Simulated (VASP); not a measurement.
# Na2P3 (P-3m1) in VASP: a series of runs

Runs on Na2P3. Level: PBE. Tasks: single point, relaxation of cell and atoms.

All numbers are computed with VASP 6.6.1; they aren't measurements. Logs are shortened: lines on timing, memory, paths and dates and some standing lists are left out, and cuts for length are marked.

## 1. The cell of the first run

It takes space group P-3m1 (No. 164, trigonal). The conventional cell has a = 4.073 Å, b = 4.073 Å, c = 6.337 Å, α = 90.00°, β = 90.00°, γ = 120.00°. Na (site symmetry 3m) has 7 P at 2.45 to 2.82 Å within 3.2 Å. Within 3.7 Å of P (site symmetry -3m) lie 6 Na at 2.82 Å and 6 P at 3.25 Å. P (site symmetry 3m) has 4 Na at 2.45 to 2.53 Å and 3 P at 2.98 Å within 3.2 Å.

## 2. Single point, PBE

Input file INCAR:

```
ALGO     = Normal         # electronic algorithm
EDIFF    = 1E-7           # SCF threshold, eV
ENCUT    = 520            # plane-wave cutoff, eV
GGA      = PE             # functional
ISIF     = 2              # what is computed and relaxed
ISMEAR   = 0              # smearing method
LASPH    = True           # aspherical terms in the spheres
LCHARG   = False          # write CHGCAR
LREAL    = False          # projectors in reciprocal space
LWAVE    = False          # write WAVECAR
NBANDS   = 22             # bands
NELM     = 60             # most SCF steps
PREC     = Accurate       # precision mode
SIGMA    = 0.1            # smearing width, eV
```

Input file KPOINTS:

```
k-points
0
Gamma
  6 6 4
```

Input file POSCAR:

```
Na2P3
1.0
    4.0732162455      0.0000000000      0.0000000000
   -2.0366081228      3.5275087437      0.0000000000
    0.0000000000      0.0000000000      6.3372628388
Na P
2 3
Direct
    0.3333333333      0.6666666667      0.2450000000
    0.6666666667      0.3333333333      0.7550000000
    0.0000000000      0.0000000000      0.0000000000
    0.3333333333      0.6666666667      0.6450000000
    0.6666666667      0.3333333333      0.3550000000
```

Potentials or basis: VASP PAW PBE potentials, release 64 (Na_pv, P).

Command:

```bash
$ cat potpaw_PBE.64/Na_pv/POTCAR potpaw_PBE.64/P/POTCAR > POTCAR
$ mpirun -np 1 vasp_std > vasp.out
```

OUTCAR:

```text
EDIFF = 1E-7
   ENCUT = 520
   GGA = PE
   ISIF = 2
   ISMEAR = 0
   LASPH = True
   LREAL = False
   NELM = 60
   PREC = Accurate

 ion  position               nearest neighbor table
   1  0.333  0.667  0.245-   5 2.45   5 2.45   5 2.45   4 2.53   3 2.82   3 2.82   3 2.82
   2  0.667  0.333  0.755-   4 2.45   4 2.45   4 2.45   5 2.53   3 2.82   3 2.82   3 2.82
   3  0.000  0.000  0.000-   1 2.82   2 2.82   2 2.82   1 2.82   2 2.82   1 2.82
   4  0.333  0.667  0.645-   2 2.45   2 2.45   2 2.45   1 2.53
   5  0.667  0.333  0.355-   1 2.45   1 2.45   1 2.45   2 2.53

  LATTYP: Found a hexagonal cell.
 ALAT       =     4.0732162455
 C/A-ratio  =     1.5558375634

  Lattice vectors:

 A1 = (   4.0732162455,   0.0000000000,   0.0000000000)
 A2 = (  -2.0366081228,   3.5275087437,   0.0000000000)
 A3 = (   0.0000000000,   0.0000000000,   6.3372628388)

Analysis of symmetry for initial positions (statically):
=====================================================================
 Subroutine PRICEL returns:
 Original cell was already a primitive cell.

 Routine SETGRP: Setting up the symmetry group for a
 hexagonal supercell.

 Subroutine GETGRP returns: Found 12 space group operations
 (whereof 12 operations were pure point group operations)
 out of a pool of 24 trial point group operations.

The static configuration has the point symmetry D_3d.

Analysis of symmetry for dynamics (positions and initial velocities):
=====================================================================
 Subroutine PRICEL returns:
 Original cell was already a primitive cell.

 Routine SETGRP: Setting up the symmetry group for a
 hexagonal supercell.

 Subroutine GETGRP returns: Found 12 space group operations
 (whereof 12 operations were pure point group operations)
 out of a pool of 24 trial point group operations.

The dynamic configuration has the point symmetry D_3d.

 Subroutine INISYM returns: Found 12 space group operations
 (whereof 12 operations are pure point group operations),
 and found     1 'primitive' translations

----------------------------------------------------------------------------------------

                                     Primitive cell

  volume of cell :      91.0557
[... 90 lines left out ...]
   LSORBIT =      F    spin-orbit coupling
   LASPH  =      T    aspherical Exc in radial PAW
   ENCUT  =  520.0 eV  38.22 Ry    6.18 a.u.   7.57  7.57 11.78*2*pi/ulx,y,z
   NELM   =     60;   NELMIN=  2; NELMDL= -5     # of ELM steps
   EDIFF  = 0.1E-06   stopping-criterion for ELM
   LREAL  =      F    real-space projection
   EDIFFG = 0.1E-05   stopping-criterion for IOM
   NSW    =      0    number of steps for IOM
   IBRION =     -1    ionic relax: 0-MD 1-quasi-New 2-CG
   NFREE  =      0    steps in history (QN), initial steepest desc. (CG)
   ISIF   =      2    stress and relaxation
   ISYM   =      2    0-nonsym 1-usesym 2-fastsym
   POTIM  = 0.5000    time-step for ionic-motion
   TEBEG  =    0.0;   TEEND  =   0.0 temperature during run
   PSTRESS=    0.0 pullay stress
   NELECT =      29.0000    total number of electrons
   NUPDOWN=      -1.0000    fix difference up-down
   EMIN   =  10.00;   EMAX   =-10.00  energy-range for DOS
   EFERMI =   0.00;   METHOD = LEGACY
   ISMEAR =     0;   SIGMA  =   0.10  broadening in eV -4-tet -1-fermi 0-gaus
   EFERMI_NEDOS =   21; number of points for ismear=-14 and -15
   IALGO  =     38    algorithm
   IMIX   =      4    mixing-type and parameters
     AMIX     =   0.40;   BMIX     =  1.00
     AMIX_MAG =   1.60;   BMIX_MAG =  1.00
  volume/ion in A,a.u.               =      18.21       122.89
  Fermi-wavevector in a.u.,A,eV,Ry     =   1.117991  2.112697 17.005982  1.249904
  Thomas-Fermi vector in A             =   2.254619
   LORBIT       =      0    0 simple, 1 ext, 2 COOP (PROOUT), +10 PAW based schemes
   GGA     = PE    functional components
   LHFCALC =     F    Hartree Fock is set to
   AEXX    =    0.0000 exact exchange contribution
   IVDW    =     0    specifies the selected vdW correction
   LEPSILON=     F    determine dielectric tensor
   LRPA    =     F    only Hartree local field effects (RPA)
 non-spin polarized calculation
 Gauss-broadening in eV      SIGMA  =   0.10
  energy-cutoff  :      520.00
  volume of cell :       91.06
 maximum number of plane-waves:      2480
   NGX = 15   NGY = 15   NGZ = 23

 number of electron      28.9999974 magnetization

 Free energy of the ion-electron system (eV)
  ---------------------------------------------------
  ext. energy  EPLUGINS =         0.00000000
  ---------------------------------------------------
  free energy    TOTEN  =       -14.77965448 eV

  energy without entropy =      -14.76510686  energy(sigma->0) =      -14.77238067

 E-fermi :   4.0982     XC(G=0):  -9.6330

 val. band max:        4.0226916310   @ k =   0.1667   0.1667   0.2500
 cond. band min:       4.1117833748   @ k =  -0.1667   0.5000   0.2500
 fundamental gap:      0.0890917438
 Fermi energy:         4.0982187441

 k-point     1 :       0.0000    0.0000    0.0000
  band No.  band energies     occupation
      1     -18.8183      2.00000
      2     -18.8001      2.00000
      3     -18.8001      2.00000
      4     -18.7935      2.00000
      5     -18.7935      2.00000
      6     -18.7710      2.00000
[... 589 lines left out ...]
     21      12.0307      0.00000
     22      12.4867      0.00000

------------------------ aborting loop because EDIFF is reached ----------------------------------------

  FORCE on cell =-STRESS in cart. coord.  units (eV):
  Direction    XX          YY          ZZ          XY          YZ          ZX
  --------------------------------------------------------------------------------------
  -------------------------------------------------------------------------------------
  Total        7.8615245      7.8615245      0.0146933     -0.0000000      0.0000000      0.0000000
  in kB      138.3279901    138.3279901      0.2585377     -0.0000000      0.0000000      0.0000000
  external PRESSURE =      92.3048393 kB  Pullay stress =       0.0000000 kB

 VOLUME and BASIS-vectors are now :
 -----------------------------------------------------------------------------
  energy-cutoff  :      520.00
  volume of cell :       91.06
      direct lattice vectors                 reciprocal lattice vectors
     4.073216246  0.000000000  0.000000000     0.245506239  0.141743093  0.000000000
    -2.036608123  3.527508744  0.000000000     0.000000000  0.283486186  0.000000000
     0.000000000  0.000000000  6.337262839     0.000000000  0.000000000  0.157796832

 POSITION                                       TOTAL-FORCE (eV/Angst)
 -----------------------------------------------------------------------------------
     -0.00000      2.35167      1.55263        -0.000000      0.000000     -1.987216
      2.03661      1.17584      4.78463         0.000000      0.000000      1.987216
      0.00000      0.00000      0.00000        -0.000000      0.000000      0.000000
     -0.00000      2.35167      4.08753        -0.000000      0.000000     -0.724596
      2.03661      1.17584      2.24973        -0.000000      0.000000      0.724596
 -----------------------------------------------------------------------------------
    total drift:                               -0.000000      0.000000      0.000000

  FREE ENERGIE OF THE ION-ELECTRON SYSTEM (eV)
  ---------------------------------------------------
  free  energy   TOTEN  =       -14.7796544836 eV

  energy  without entropy=      -14.7651068577  energy(sigma->0) =      -14.77238067
```

OSZICAR:

```text
N       E                     dE             d eps       ncg     rms          rms(c)
DAV:   1     0.219502387923E+03    0.21950E+03   -0.13658E+04  1056   0.132E+03
DAV:   2     0.212115194823E+01   -0.21738E+03   -0.20820E+03  1122   0.352E+02
DAV:   3    -0.143035023681E+02   -0.16425E+02   -0.15818E+02  1306   0.934E+01
DAV:   4    -0.148052273740E+02   -0.50173E+00   -0.49908E+00  1328   0.161E+01
DAV:   5    -0.148198388734E+02   -0.14611E-01   -0.14608E-01  1446   0.278E+00    0.351E+00
DAV:   6    -0.147912339320E+02    0.28605E-01   -0.31325E-02  1432   0.132E+00    0.212E+00
DAV:   7    -0.147834684292E+02    0.77655E-02   -0.61969E-02  1426   0.161E+00    0.489E-01
DAV:   8    -0.147792788792E+02    0.41896E-02   -0.22601E-02  1354   0.691E-01    0.118E-01
DAV:   9    -0.147796161597E+02   -0.33728E-03   -0.21661E-03  1320   0.252E-01    0.684E-02
DAV:  10    -0.147796381145E+02   -0.21955E-04   -0.12931E-04  1366   0.608E-02    0.425E-02
DAV:  11    -0.147796533494E+02   -0.15235E-04   -0.52326E-05  1320   0.442E-02    0.574E-03
DAV:  12    -0.147796542769E+02   -0.92746E-06   -0.24755E-06  1318   0.101E-02    0.512E-03
DAV:  13    -0.147796543900E+02   -0.11311E-06   -0.12323E-07  1050   0.254E-03    0.296E-03
DAV:  14    -0.147796544836E+02   -0.93614E-07   -0.23412E-07  1134   0.243E-03
   1 F= -.14779654E+02 E0= -.14772381E+02  d E =-.145476E-01
```

stdout:

```text
POSCAR found type information on POSCAR NaP
 POSCAR found :  2 types and       5 ions
 scaLAPACK will be used
 LDA part: xc-table for (Slater+PW92), standard interpolation
 POSCAR, INCAR and KPOINTS ok, starting setup
 FFT: planning ... GRIDC
 FFT: planning ... GRID_SOFT
 FFT: planning ... GRID
 WAVECAR not read
 entering main loop
```

Run time: 24 s. Hardware: 1 thread of AMD EPYC 9R45 (Zen 5), shared host; peak memory 0.17 GiB.

What came out:

* Free energy: -14.7797 eV
* Pressure: 9.2 GPa
* Largest force: 1.987 eV/Å

Forces in eV/Å, atoms in the order of the input:
```
Na   0.000  0.000 -1.987
Na   0.000  0.000  1.987
P    0.000  0.000  0.000
P    0.000  0.000 -0.725
P    0.000  0.000  0.725
```

Stress tensor (GPa, compression positive):
```
13.83  0.00  0.00
 0.00 13.83  0.00
 0.00  0.00  0.03
```

Levels at points of the mesh, in eV from the Fermi level:
| k point | band 12 | band 13 | band 14 | band 15 | band 16 | band 17 | band 18 | band 19 |
| --- | --- | --- | --- | --- | --- | --- | --- | --- |
| (0.00, 0.00, 0.00) | -1.18 | -1.18 | -0.52 | -0.52 | 1.43 | 1.43 | 2.28 | 5.25 |
| (0.50, 0.00, 0.00) | -2.79 | -2.32 | 0.05 | 0.41 | 0.61 | 0.70 | 2.68 | 3.77 |
| (0.00, 0.00, 0.50) | -1.34 | 0.35 | 0.35 | 0.43 | 0.43 | 0.80 | 1.03 | 4.60 |
| (0.50, 0.00, 0.50) | -2.06 | -2.02 | -1.10 | -0.20 | 0.35 | 1.96 | 2.45 | 5.29 |

Caveat: forces of over 1 eV/Å act on the atoms, so gaps and moduli don't describe the material at rest.

## 3. Single point, PBE

This run uses another cell than the first one, of 20.55 Å³/atom, 1.128 times its volume.

Input file INCAR:

```
SYSTEM = Na2P3
ALGO = Normal ; EDIFF = 1E-7
ENCUT = 520 ; GGA = PE
ISIF = 2 ; ISMEAR = 0
LASPH = .TRUE. ; LCHARG = .TRUE.
LELF = .TRUE. ; LREAL = .FALSE.
LVHAR = .TRUE. ; LWAVE = .FALSE.
NBANDS = 22 ; NELM = 80
PREC = Accurate ; SIGMA = 0.1
```

Input file KPOINTS:

```
k-points
0
G
  6 6 4
  0 0 0
```

Input file POSCAR:

```
Na2P3
1.0
    3.4086037665      0.0000000000      0.0000000000
   -1.7043018833      2.9519374532      0.0000000000
    0.0000000000      0.0000000000     10.2115425885
Na P
2 3
Direct
    0.3333333333      0.6666666667      0.1972424062
    0.6666666667      0.3333333333      0.8027575938
    0.0000000000      0.0000000000      0.0000000000
    0.3333333333      0.6666666667      0.5553031078
    0.6666666667      0.3333333333      0.4446968922
```

Potentials or basis: VASP PAW PBE potentials, release 64 (Na_pv, P).

Command:

```bash
$ cat potpaw_PBE.64/Na_pv/POTCAR potpaw_PBE.64/P/POTCAR > POTCAR
$ mpirun -np 1 vasp_std > vasp.out
```

It took 41 s on 1 thread of AMD EPYC 9R45 (Zen 5), shared host; peak memory 0.21 GiB.

The run converged. Its results:

```yaml
Free_energy: -18.9863 eV
Pressure: 0.0 GPa
Largest_force: 0.082 eV/Å
```

Forces in eV/Å, atoms in the order of the input:
```
Na   0.000  0.000  0.037
Na   0.000  0.000 -0.037
P    0.000  0.000  0.000
P    0.000  0.000 -0.082
P    0.000  0.000  0.082
```

Stress tensor (GPa, compression positive):
```
-0.15  0.00  0.00
 0.00 -0.15  0.00
 0.00  0.00  0.18
```

Levels at points of the mesh, in eV from the Fermi level:
```csv
k point,band 11,band 12,band 13,band 14,band 15,band 16,band 17,band 18,band 19,band 20
"(0.00, 0.00, 0.00)",-3.06,-2.99,-2.99,0.36,1.22,1.22,2.34,2.34,2.69,3.25
"(0.50, 0.00, 0.00)",-4.85,-3.93,-3.31,-1.06,-0.69,0.79,0.97,2.62,2.69,3.44
"(0.00, 0.00, 0.50)",-2.99,-2.99,-2.05,0.20,1.22,1.22,1.36,2.34,2.34,4.84
"(0.50, 0.00, 0.50)",-4.85,-3.90,-3.30,-1.21,-0.55,0.59,0.97,2.69,3.16,3.71
```

## 4. Single point, PBE

This run uses another cell than the first one, of 20.90 Å³/atom, 1.148 times its volume.

Input file INCAR:

```
SYSTEM = Na2P3
PREC = Accurate
ENCUT = 520
EDIFF = 1E-7
ISMEAR = 0
SIGMA = 0.1
LREAL = .False.
LASPH = .True.
NELM = 100
ALGO = Normal
ISIF = 2
LWAVE = .False.
LCHARG = .False.
GGA = PE
NBANDS = 22
```

Input file KPOINTS:

```
regular mesh
0
Gamma
  12 12 4
  0 0 0
```

Input file POSCAR:

```
Na2P3
1.0
    3.4341310525      0.0000000000      0.0000000000
   -1.7170655262      2.9740447314      0.0000000000
    0.0000000000      0.0000000000     10.2311861123
Na P
2 3
Direct
    0.3333333333      0.6666666667      0.1993253260
    0.6666666667      0.3333333333      0.8006746740
    0.0000000000      0.0000000000      0.0000000000
    0.3333333333      0.6666666667      0.5543413433
    0.6666666667      0.3333333333      0.4456586567
```

Potentials or basis: VASP PAW PBE potentials, release 64 (Na_pv, P).

Command:

```bash
$ cat potpaw_PBE.64/Na_pv/POTCAR potpaw_PBE.64/P/POTCAR > POTCAR
$ mpirun -np 1 vasp_std > vasp.out
```

OUTCAR:

```text
SYSTEM = Na2P3
   PREC = Accurate
   ENCUT = 520
   EDIFF = 1E-7
   ISMEAR = 0
   LREAL = .False.
   LASPH = .True.
   NELM = 100
   ISIF = 2
   GGA = PE

 ion  position               nearest neighbor table
   1  0.333  0.667  0.199-   3 2.84   3 2.84   3 2.84
   2  0.667  0.333  0.801-   3 2.84   3 2.84   3 2.84
   3  0.000  0.000  0.000-   1 2.84   2 2.84   1 2.84   2 2.84   2 2.84   1 2.84
   4  0.333  0.667  0.554-   5 2.27   5 2.27   5 2.27
   5  0.667  0.333  0.446-   4 2.27   4 2.27   4 2.27

[... 804 lines left out ...]
  --------------------------------------------------------------------------------------
  -------------------------------------------------------------------------------------
  Total       -0.0627233     -0.0627233     -0.0292944     -0.0000000      0.0000000      0.0000000
  in kB       -0.9617215     -0.9617215     -0.4491641     -0.0000000      0.0000000      0.0000000
  external PRESSURE =      -0.7908691 kB  Pullay stress =       0.0000000 kB

 VOLUME and BASIS-vectors are now :
 -----------------------------------------------------------------------------
  energy-cutoff  :      520.00
  volume of cell :      104.49
      direct lattice vectors                 reciprocal lattice vectors
     3.434131053  0.000000000  0.000000000     0.291194478  0.168121210  0.000000000
    -1.717065526  2.974044731  0.000000000     0.000000000  0.336242421  0.000000000
     0.000000000  0.000000000 10.231186112     0.000000000  0.000000000  0.097740378

 POSITION                                       TOTAL-FORCE (eV/Angst)
 -----------------------------------------------------------------------------------
     -0.00000      1.98270      2.03933        -0.000000     -0.000000      0.002036
      1.71707      0.99135      8.19185         0.000000      0.000000     -0.002036
      0.00000      0.00000      0.00000         0.000000      0.000000      0.000000
     -0.00000      1.98270      5.67157        -0.000000      0.000000     -0.031470
      1.71707      0.99135      4.55962         0.000000     -0.000000      0.031470
 -----------------------------------------------------------------------------------
    total drift:                                0.000000     -0.000000      0.000000

  FREE ENERGIE OF THE ION-ELECTRON SYSTEM (eV)
  ---------------------------------------------------
  free  energy   TOTEN  =       -18.8936984156 eV

  energy  without entropy=      -18.8795495516  energy(sigma->0) =      -18.88662398
```

OSZICAR:

```text
N       E                     dE             d eps       ncg     rms          rms(c)
DAV:   1     0.212872590885E+03    0.21287E+03   -0.13439E+04  3036   0.127E+03
DAV:   2    -0.197557667539E+01   -0.21485E+03   -0.20379E+03  3230   0.337E+02
DAV:   3    -0.195247157685E+02   -0.17549E+02   -0.17164E+02  3956   0.953E+01
DAV:   4    -0.200647412361E+02   -0.54003E+00   -0.53796E+00  3594   0.161E+01
DAV:   5    -0.200798124346E+02   -0.15071E-01   -0.15067E-01  4214   0.280E+00    0.730E+00
DAV:   6    -0.191673912477E+02    0.91242E+00   -0.92966E+00  3804   0.582E+00    0.547E+00
DAV:   7    -0.189513488532E+02    0.21604E+00   -0.12380E+00  3528   0.282E+00    0.322E+00
DAV:   8    -0.188952088175E+02    0.56140E-01   -0.17502E-01  3588   0.198E+00    0.392E-01
DAV:   9    -0.188935780549E+02    0.16308E-02   -0.11977E-02  3808   0.588E-01    0.254E-01
DAV:  10    -0.188940649624E+02   -0.48691E-03   -0.35463E-03  3612   0.250E-01    0.146E-01
DAV:  11    -0.188937404851E+02    0.32448E-03   -0.84617E-04  4086   0.120E-01    0.590E-02
DAV:  12    -0.188937943102E+02   -0.53825E-04   -0.29758E-04  3696   0.721E-02    0.417E-02
DAV:  13    -0.188936989740E+02    0.95336E-04   -0.11416E-04  3648   0.468E-02    0.909E-03
DAV:  14    -0.188936981454E+02    0.82856E-06   -0.78746E-06  3552   0.137E-02    0.494E-03
DAV:  15    -0.188936984376E+02   -0.29218E-06   -0.55802E-07  3726   0.367E-03    0.188E-03
DAV:  16    -0.188936984156E+02    0.21946E-07   -0.26158E-07  3158   0.224E-03
   1 F= -.18893698E+02 E0= -.18886624E+02  d E =-.141489E-01
```

Run time: 96 s. Hardware: 1 thread of AMD EPYC 9R45 (Zen 5), shared host; peak memory 0.27 GiB.

What came out:

* Free energy: -18.8937 eV
* Pressure: -0.1 GPa
* Largest force: 0.031 eV/Å

Forces in eV/Å, atoms in the order of the input:
```
Na   0.000  0.000  0.002
Na   0.000  0.000 -0.002
P    0.000  0.000  0.000
P    0.000  0.000 -0.031
P    0.000  0.000  0.031
```

Levels at points of the mesh, in eV from the Fermi level:
```tsv
k point	band 12	band 13	band 14	band 15	band 16	band 17	band 18	band 19
(0.00, 0.00, 0.00)	-2.96	-2.96	0.27	1.26	1.26	2.19	2.19	2.71
(0.50, 0.00, 0.00)	-3.76	-3.31	-1.08	-0.62	0.86	0.96	2.71	2.79
(0.00, 0.00, 0.50)	-2.96	-1.95	0.12	1.26	1.26	1.41	2.19	2.19
(0.50, 0.00, 0.50)	-3.73	-3.30	-1.22	-0.50	0.75	0.86	2.80	3.27
```

(Part 1 of 2 ends here.)
